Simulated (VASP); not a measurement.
# Pb: single point with PBEsol

Crystal: Pb.

```
Pb
1.0
     0.00000    2.35866    2.46980
     2.58094    0.00000    2.46980
     2.58094    2.35866    0.00000
Pb
1
Direct
  0.00000 0.00000 0.00000
```

This cell differs from its parent crystal: strain +0.0450 x Voigt [1, -1, 0, 0, 0, 0].

```json
{
 "Program": "VASP 6.6.1",
 "Task": "single point",
 "Functional": "PBEsol",
 "Potentials or basis": "VASP PAW PBE potentials, release 64 (Pb_d)",
 "Cutoff": "520 eV",
 "k mesh": "16 × 16 × 16",
 "Occupations": "gaussian, width 0.15 eV",
 "Spin": "no spin polarisation",
 "Dipole correction": "no",
 "Further INCAR settings": "ALGO = Fast; EDIFF = 1e-06; NBANDS = 13"
}
```

| Property | Result |
| --- | --- |
| Pressure | -0.1 GPa |
| Band gap on the k mesh | zero (bands 7 and 8 overlap by 9.31 eV) |

Stress tensor (GPa, compression positive):
```
-0.73  0.00  0.00
 0.00  0.59  0.00
 0.00  0.00 -0.18
```

Levels at points of the mesh, in eV from the Fermi level:
```
           k point  band 4  band 5  band 6  band 7  band 8  band 9  band 10  band 11
(0.00, 0.00, 0.00)  -16.92  -16.83  -11.85    7.38    7.49    7.52     9.81    11.42
(0.50, 0.00, 0.00)  -16.76  -16.72   -8.16   -4.28    4.90    6.15     9.10     9.46
(0.50, 0.50, 0.00)  -16.75  -16.66   -6.73   -3.36    1.79    2.36     5.40     6.71
(0.50, 0.00, 0.50)  -16.72  -16.67   -6.24   -2.94    1.34    1.64     4.90     6.19
(0.00, 0.50, 0.50)  -16.73  -16.69   -7.25   -3.68    2.46    2.73     5.92     7.17
```

Wall time 2.2 min on 1 thread of Intel(R) Xeon(R) 6975P-C (Granite Rapids), with other jobs on the host, peak memory 0.33 GiB.

Caveat: the cell differs from its parent crystal (strain +0.0450 x Voigt [1, -1, 0, 0, 0, 0]); the PAW data sets were made with another functional, which shifts forces and pressure a little; spin-orbit coupling is left out, which moves the levels of the heavy elements.
